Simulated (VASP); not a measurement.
## GaSb: single point with PBE-based screened hybrid

Crystal: GaSb.

```
Sb Ga
1.0
     0.00000    3.07897    3.07897
     3.07897    0.00000    3.07897
     3.07897    3.07897    0.00000
Sb Ga
1 1
Direct
  0.75000 0.75000 0.75000
  0.00000 0.00000 0.00000
```

```
Program             : VASP 6.6.1
Task                : single point
Functional          : PBE-based screened hybrid
Potentials or basis : VASP PAW PBE potentials, release 64 (Sb, Ga_d)
Cutoff              : 520 eV
k mesh              : 4 × 4 × 4
Occupations         : fermi-dirac, width 0.05 eV
Spin                : no spin polarisation
```

| Quantity | Value |
| --- | --- |
| Pressure | -0.5 GPa |
| Band gap on the k mesh | 0.57 eV, direct |

Levels at points of the mesh, in eV from the valence-band top:
| k point | band 6 | band 7 | band 8 | band 9 | band 10 | band 11 | band 12 | band 13 |
| --- | --- | --- | --- | --- | --- | --- | --- | --- |
| (0.00, 0.00, 0.00) | -12.27 | 0.00 | 0.00 | 0.00 | 0.58 | 3.32 | 3.32 | 3.32 |
| (0.50, 0.00, 0.00) | -10.53 | -6.68 | -1.19 | -1.19 | 0.89 | 4.31 | 4.31 | 7.14 |
| (0.50, 0.50, 0.00) | -9.64 | -7.17 | -2.67 | -2.67 | 1.38 | 1.72 | 9.54 | 9.54 |

Run time: 19 min on 1 thread of Intel(R) Xeon(R) Platinum 8488C (Sapphire Rapids), on a shared host, peak memory 0.29 GiB.

Caveat: the k points lie up to 0.44 Å⁻¹ apart; the PAW data sets were made with another functional, which shifts forces and pressure a little; spin-orbit coupling is left out, which moves the levels of the heavy elements. A k mesh can miss the band edges.
